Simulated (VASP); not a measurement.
Here is a VASP 6.6.1 calculation.

Contents of INCAR:

```
SYSTEM = Os
ALGO = Normal
EDIFF = 1E-7
ENCUT = 520
GGA = RE
ISIF = 2
ISMEAR = -1
LASPH = .TRUE.
LCHARG = .FALSE.
LREAL = .FALSE.
LWAVE = .FALSE.
NBANDS = 10
NELM = 60
PREC = Accurate
SIGMA = 0.1
```

Contents of KPOINTS:

```
k-points
0
G
  16 16 16
  0 0 0
```

The input POSCAR:

```
Os
1.0
   -1.5079267726      1.5079267726      1.5079267726
    1.5079267726     -1.5079267726      1.5079267726
    1.5079267726      1.5079267726     -1.5079267726
Os
1
Direct
    0.0000000000      0.0000000000      0.0000000000
```

Potentials or basis: VASP PAW PBE potentials, release 64 (Os).

Launch:

```bash
$ cat potpaw_PBE.64/Os/POTCAR > POTCAR
$ mpirun -np 1 vasp_std > vasp.out
```

**Question.** Estimate the band gap on the k mesh.

**Answer.** Zero (band 4 reaches 12.77 eV, above the bottom of band 5 at 7.94 eV).

**Question.** What does it give for the pressure?

**Answer.** 35.3 GPa.

Caveat: the PAW data sets were made with another functional, which shifts forces and pressure a little; spin-orbit coupling is left out, which moves the levels of the heavy elements.
